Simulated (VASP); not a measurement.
Here is a VASP 6.6.1 calculation.

INCAR

```
SYSTEM = B2Br
PREC = Accurate ; ENCUT = 520
EDIFF = 1E-6 ; ISMEAR = 0
SIGMA = 0.1 ; LREAL = .FALSE.
LASPH = .TRUE. ; NELM = 60
ALGO = Normal ; ISIF = 2
LWAVE = .FALSE. ; LCHARG = .TRUE.
GGA = PE ; LELF = .TRUE.
LVHAR = .TRUE. ; NBANDS = 14
```

File KPOINTS:

```
regular mesh
0
G
  18 18 10
  0 0 0
```

File POSCAR:

```
B2Br
1.0
    3.0693969688      0.0000000000      0.0000000000
   -1.5346984844      2.6581757493      0.0000000000
    0.0000000000      0.0000000000      5.1935384544
B Br
2 1
Direct
    0.3333333333      0.6666666667      0.5000000000
    0.6666666667      0.3333333333      0.5000000000
    0.0000000000      0.0000000000      0.0000000000
```

Potentials or basis: VASP PAW PBE potentials, release 64 (B, Br).

Command:

```sh
$ cat potpaw_PBE.64/B/POTCAR potpaw_PBE.64/Br/POTCAR > POTCAR
$ mpirun -np 1 vasp_std > vasp.out
```

Predict the pressure.

0.0 GPa.

Caveat: an odd number of electrons without spin polarisation forces a metal; a magnetic or distorted state may lie lower.
